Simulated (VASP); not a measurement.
# KZn2Ge2 (I4/mmm) in VASP: single point with PBE

Aim: the single point of KZn2Ge2 with PBE.

Program: VASP 6.6.1. These are calculated values, not measurements. Logs are shortened: lines on timing, memory, paths and dates and some standing lists are left out, and cuts for length are marked.

## Step 1: The cell of the first run

It takes space group I4/mmm (No. 139, tetragonal). The conventional cell has a = 4.447 Å, b = 4.447 Å, c = 11.460 Å, α = 90.00°, β = 90.00°, γ = 90.00°. Within 3.5 Å of Ge (site symmetry 4mm) lie 4 Zn at 2.68 Å and 1 Ge at 2.73 Å and 4 K at 3.43 Å. K (site symmetry 4/mmm) has 10 Ge at 3.43 to 4.36 Å and 8 Zn at 3.63 Å and 4 K at 4.45 Å within 4.5 Å. Within 3.7 Å of Zn (site symmetry -4m2) lie 4 Ge at 2.68 Å and 4 Zn at 3.14 Å and 4 K at 3.63 Å.

## Step 2: Single point, PBE

File INCAR:

```
  ALGO = Normal
  EDIFF = 1E-6
  ENCUT = 520
  GGA = PE
  ISIF = 2
  ISMEAR = -1
  LASPH = T
  LCHARG = F
  LREAL = F
  LWAVE = F
  NBANDS = 38
  NELM = 80
  PREC = Accurate
  SIGMA = 0.1
```

File KPOINTS:

```
k-points
0
Gamma
  7 7 7
```

File POSCAR:

```
KZn2Ge2
1.0
    0.0000000000      4.4467590000     -0.0000001940
    4.4467590000      0.0000000000     -0.0000001940
    2.2233792500      2.2233792500     -5.7300871940
Ge K Zn
2 1 2
Direct
    0.3808010986      0.3808010986      0.2383978029
    0.6191989014      0.6191989014      0.7616021971
    0.0000000000      0.0000000000      0.0000000000
    0.7500000000      0.2500000000      0.5000000000
    0.2500000000      0.7500000000      0.5000000000
```

Potentials or basis: VASP PAW PBE potentials, release 64 (Ge_d, K_sv, Zn).

The run is started by

```console
$ cat potpaw_PBE.64/Ge_d/POTCAR potpaw_PBE.64/K_sv/POTCAR potpaw_PBE.64/Zn/POTCAR > POTCAR
$ mpirun -np 1 vasp_std > vasp.out
```

OUTCAR:

```text
EDIFF = 1E-6
   ENCUT = 520
   GGA = PE
   ISIF = 2
   ISMEAR = -1
   LASPH = T
   LREAL = F
   NELM = 80
   PREC = Accurate

 ion  position               nearest neighbor table
   1  0.381  0.381  0.238-   4 2.68   5 2.68   5 2.68   4 2.68   2 2.73
   2  0.619  0.619  0.762-   4 2.68   5 2.68   5 2.68   4 2.68   1 2.73
   3  0.000  0.000  0.000-
   4  0.750  0.250  0.500-   1 2.68   2 2.68   1 2.68   2 2.68
   5  0.250  0.750  0.500-   1 2.68   2 2.68   1 2.68   2 2.68

  LATTYP: Found a body centered tetragonal cell.
 ALAT       =     4.4467590000
 C/A-ratio  =     2.5771970102

  Lattice vectors:

 A1 = (  -2.2233792500,   2.2233797500,   5.7300870000)
 A2 = (   2.2233797500,  -2.2233792500,   5.7300870000)
 A3 = (   2.2233792500,   2.2233792500,  -5.7300871940)

Analysis of symmetry for initial positions (statically):
=====================================================================
 Subroutine PRICEL returns:
 Original cell was already a primitive cell.

 Routine SETGRP: Setting up the symmetry group for a
 body centered tetragonal supercell.

 Subroutine GETGRP returns: Found 16 space group operations
 (whereof 16 operations were pure point group operations)
 out of a pool of 16 trial point group operations.

The static configuration has the point symmetry D_4h.

Analysis of symmetry for dynamics (positions and initial velocities):
=====================================================================
 Subroutine PRICEL returns:
 Original cell was already a primitive cell.

 Routine SETGRP: Setting up the symmetry group for a
 body centered tetragonal supercell.

 Subroutine GETGRP returns: Found 16 space group operations
 (whereof 16 operations were pure point group operations)
 out of a pool of 16 trial point group operations.

The dynamic configuration has the point symmetry D_4h.

 Subroutine INISYM returns: Found 16 space group operations
 (whereof 16 operations are pure point group operations),
 and found     1 'primitive' translations

----------------------------------------------------------------------------------------

                                     Primitive cell

  volume of cell :     113.3048

  direct lattice vectors                    reciprocal lattice vectors
     0.000000000  4.446759000 -0.000000194     0.000000004  0.224882890  0.087258700
     4.446759000  0.000000000 -0.000000194     0.224882890  0.000000004  0.087258700
     2.223379250  2.223379250 -5.730087194    -0.000000008 -0.000000008 -0.174517420

  length of vectors
     4.446759000  4.446759000  6.536109686     0.241218563  0.241218563  0.174517420

  position of ions in fractional coordinates (direct lattice)
     0.380801099  0.380801099  0.238397803
     0.619198901  0.619198901  0.761602197
     0.000000000  0.000000000  0.000000000
     0.750000000  0.250000000  0.500000000
     0.250000000  0.750000000  0.500000000

  ion indices of the primitive-cell ions
   primitive index   ion index
                 1           1
                 2           2
                 3           3
                 4           4
                 5           5

----------------------------------------------------------------------------------------

 KPOINTS: k-points

Automatic generation of k-mesh.
 Grid dimensions read from file:
 generate k-points for:    7    7    7

 Generating k-lattice:

  Cartesian coordinates                     Fractional coordinates (reciprocal lattice)
     0.000000001  0.032126127  0.012465529     0.142857143  0.000000000 -0.000000000
     0.032126127  0.000000001  0.012465529     0.000000000  0.142857143 -0.000000000
    -0.000000001 -0.000000001 -0.024931060     0.000000000  0.000000000  0.142857143

  Length of vectors
     0.034459795  0.034459795  0.024931060

  Shift w.r.t. Gamma in fractional coordinates (k-lattice)
     0.000000000  0.000000000  0.000000000

 Subroutine IBZKPT returns following result:
 ===========================================

 Found     40 irreducible k-points:

 Following reciprocal coordinates:
            Coordinates               Weight
  0.000000  0.000000  0.000000      1.000000
  0.142857 -0.000000 -0.000000      8.000000
  0.285714 -0.000000  0.000000      8.000000
  0.428571  0.000000  0.000000      8.000000
  0.142857  0.142857  0.000000      8.000000
  0.285714  0.142857  0.000000     16.000000
[... 16 lines left out ...]
  0.285714  0.285714  0.142857      8.000000
  0.428571  0.285714  0.142857     16.000000
 [... further k-points ...]
   k-points           NKPTS =     40   k-points in BZ     NKDIM =     40   number of bands    NBANDS=     38
   number of dos      NEDOS =    301   number of ions     NIONS =      5
   total plane-waves  NPLWV =  64800
   dimension x,y,z NGX =    36 NGY =   36 NGZ =   50
   dimension x,y,z NGXF=    72 NGYF=   72 NGZF=  100
   ions per type =               2   1   2
   NGX,Y,Z   is equivalent  to a cutoff of  13.46, 13.46, 12.72 a.u.
   NGXF,Y,Z  is equivalent  to a cutoff of  26.92, 26.92, 25.43 a.u.
 SYSTEM =  unknown system
   PREC   = accura    normal or accurate (medium, high low for compatibility)
   ISTART =      0    job   : 0-new  1-cont  2-samecut
   ICHARG =      2    charge: 1-file 2-atom 10-const
   ISPIN  =      1    spin polarized calculation?
   LNONCOLLINEAR =      F non collinear calculations
   LSORBIT =      F    spin-orbit coupling
   LASPH  =      T    aspherical Exc in radial PAW
   ENCUT  =  520.0 eV  38.22 Ry    6.18 a.u.   8.27  8.27 12.15*2*pi/ulx,y,z
   NELM   =     80;   NELMIN=  2; NELMDL= -5     # of ELM steps
   EDIFF  = 0.1E-05   stopping-criterion for ELM
   LREAL  =      F    real-space projection
   EDIFFG = 0.1E-04   stopping-criterion for IOM
   NSW    =      0    number of steps for IOM
   IBRION =     -1    ionic relax: 0-MD 1-quasi-New 2-CG
   NFREE  =      0    steps in history (QN), initial steepest desc. (CG)
   ISIF   =      2    stress and relaxation
   ISYM   =      2    0-nonsym 1-usesym 2-fastsym
   POTIM  = 0.5000    time-step for ionic-motion
   TEBEG  =    0.0;   TEEND  =   0.0 temperature during run
   PSTRESS=    0.0 pullay stress
   NELECT =      61.0000    total number of electrons
   NUPDOWN=      -1.0000    fix difference up-down
   EMIN   =  10.00;   EMAX   =-10.00  energy-range for DOS
   EFERMI =   0.00;   METHOD = LEGACY
   ISMEAR =    -1;   SIGMA  =   0.10  broadening in eV -4-tet -1-fermi 0-gaus
   EFERMI_NEDOS =   21; number of points for ismear=-14 and -15
   IALGO  =     38    algorithm
   IMIX   =      4    mixing-type and parameters
     AMIX     =   0.40;   BMIX     =  1.00
     AMIX_MAG =   1.60;   BMIX_MAG =  1.00
  volume/ion in A,a.u.               =      22.66       152.92
  Fermi-wavevector in a.u.,A,eV,Ry     =   1.331789  2.516716 24.132123  1.773661
  Thomas-Fermi vector in A             =   2.460773
   LORBIT       =      0    0 simple, 1 ext, 2 COOP (PROOUT), +10 PAW based schemes
   GGA     = PE    functional components
   LHFCALC =     F    Hartree Fock is set to
   AEXX    =    0.0000 exact exchange contribution
   IVDW    =     0    specifies the selected vdW correction
   LEPSILON=     F    determine dielectric tensor
   LRPA    =     F    only Hartree local field effects (RPA)
 non-spin polarized calculation
  energy-cutoff  :      520.00
  volume of cell :      113.30
 maximum number of plane-waves:      3081
 NGX is ok and might be reduce to    36
   NGX = 17   NGY = 17   NGZ = 25

 number of electron      60.9999969 magnetization

 Free energy of the ion-electron system (eV)
  ---------------------------------------------------
  ext. energy  EPLUGINS =         0.00000000
  ---------------------------------------------------
  free energy    TOTEN  =       -12.73105166 eV

  energy without entropy =      -12.68849255  energy(sigma->0) =      -12.70977210

 E-fermi :   2.6388     XC(G=0):  -9.7124

 val. band max:        2.6102033371   @ k =   0.0000   0.0000   0.2857
 cond. band min:       2.7175339041   @ k =  -0.1429   0.0000   0.1429
 fundamental gap:      0.1073305670
 Fermi energy:         2.6387942482

 k-point     1 :       0.0000    0.0000    0.0000
  band No.  band energies     occupation
      1     -27.5519      2.00000
      2     -21.5865      2.00000
      3     -21.5517      2.00000
      4     -21.5517      2.00000
      5     -21.5207      2.00000
      6     -21.5183      2.00000
[... 30 lines left out ...]
     37       9.0626      0.00000
     38       9.4184      0.00000

 k-point     2 :       0.1429   -0.0000   -0.0000
  band No.  band energies     occupation
      1     -27.5512      2.00000
      2     -21.5865      2.00000
      3     -21.5520      2.00000
      4     -21.5519      2.00000
      5     -21.5205      2.00000
      6     -21.5183      2.00000
[... 30 lines left out ...]
     37       8.9219      0.00000
     38       9.0593      0.00000

 k-point     3 :       0.2857   -0.0000    0.0000
  band No.  band energies     occupation
      1     -27.5496      2.00000
      2     -21.5865      2.00000
      3     -21.5526      2.00000
      4     -21.5522      2.00000
      5     -21.5201      2.00000
      6     -21.5181      2.00000
[... 30 lines left out ...]
     37       8.1959      0.00000
     38       8.5247      0.00000

 k-point     4 :       0.4286    0.0000    0.0000
  band No.  band energies     occupation
      1     -27.5484      2.00000
      2     -21.5864      2.00000
      3     -21.5530      2.00000
      4     -21.5525      2.00000
      5     -21.5198      2.00000
      6     -21.5180      2.00000
[... 30 lines left out ...]
     37       8.5257      0.00000
     38       8.8052      0.00000
[... 703 lines left out ...]
      4     -21.5524      2.00000
      5     -21.5208      2.00000
      6     -21.5177      2.00000
[... 30 lines left out ...]
     37       8.3506      0.00000
     38       8.4261      0.00000

 k-point    23 :       0.2857    0.2857    0.1429
  band No.  band energies     occupation
      1     -27.5475      2.00000
      2     -21.5863      2.00000
      3     -21.5532      2.00000
      4     -21.5523      2.00000
      5     -21.5193      2.00000
      6     -21.5185      2.00000
[... 30 lines left out ...]
     37       8.2217      0.00000
     38       8.7418      0.00000

 k-point    24 :       0.4286    0.2857    0.1429
  band No.  band energies     occupation
      1     -27.5463      2.00000
      2     -21.5862      2.00000
      3     -21.5533      2.00000
      4     -21.5529      2.00000
      5     -21.5189      2.00000
      6     -21.5181      2.00000
[... 30 lines left out ...]
     37       8.6888      0.00000
     38       9.0706      0.00000

 [... further k-points ...]

------------------------ aborting loop because EDIFF is reached ----------------------------------------

  FORCE on cell =-STRESS in cart. coord.  units (eV):
  Direction    XX          YY          ZZ          XY          YZ          ZX
  --------------------------------------------------------------------------------------
  -------------------------------------------------------------------------------------
  Total       -0.8388304     -0.8388304     -2.8053431     -0.0000000     -0.0000001     -0.0000001
  in kB      -11.8614111    -11.8614111    -39.6687185     -0.0000000     -0.0000012     -0.0000012
  external PRESSURE =     -21.1305136 kB  Pullay stress =       0.0000000 kB

 VOLUME and BASIS-vectors are now :
 -----------------------------------------------------------------------------
  energy-cutoff  :      520.00
  volume of cell :      113.30
      direct lattice vectors                 reciprocal lattice vectors
     0.000000000  4.446759000 -0.000000194     0.000000004  0.224882890  0.087258700
     4.446759000  0.000000000 -0.000000194     0.224882890  0.000000004  0.087258700
     2.223379250  2.223379250 -5.730087194    -0.000000008 -0.000000008 -0.174517420

 POSITION                                       TOTAL-FORCE (eV/Angst)
 -----------------------------------------------------------------------------------
      2.22338      2.22338     -1.36604         0.000000      0.000000      0.004253
      4.44676      4.44676     -4.36405        -0.000000     -0.000000     -0.004253
      0.00000      0.00000      0.00000        -0.000000      0.000000      0.000000
      2.22338      4.44676     -2.86504         0.000000     -0.000000      0.000000
      4.44676      2.22338     -2.86504        -0.000000      0.000000      0.000000
 -----------------------------------------------------------------------------------
    total drift:                               -0.000000      0.000000      0.000000

  FREE ENERGIE OF THE ION-ELECTRON SYSTEM (eV)
  ---------------------------------------------------
  free  energy   TOTEN  =       -12.7310516573 eV

  energy  without entropy=      -12.6884925481  energy(sigma->0) =      -12.70977210
```

It took 5.5 min on 1 thread of AMD EPYC 7R43 (Zen 3), shared host; peak memory 0.31 GiB.

What came out:

```
Free energy            : -12.7311 eV
Pressure               : -2.1 GPa
Largest force          : 0.004 eV/Å
Band gap on the k mesh : zero (an odd number of electrons rules out a gap without spin polarisation)
```

Forces on the atoms (eV/Å):
```
Ge   0.000  0.000  0.004
Ge   0.000  0.000 -0.004
K    0.000  0.000  0.000
Zn   0.000  0.000  0.000
Zn   0.000  0.000  0.000
```

Stress tensor (GPa, compression positive):
```
-1.19  0.00  0.00
 0.00 -1.19  0.00
 0.00  0.00 -3.97
```
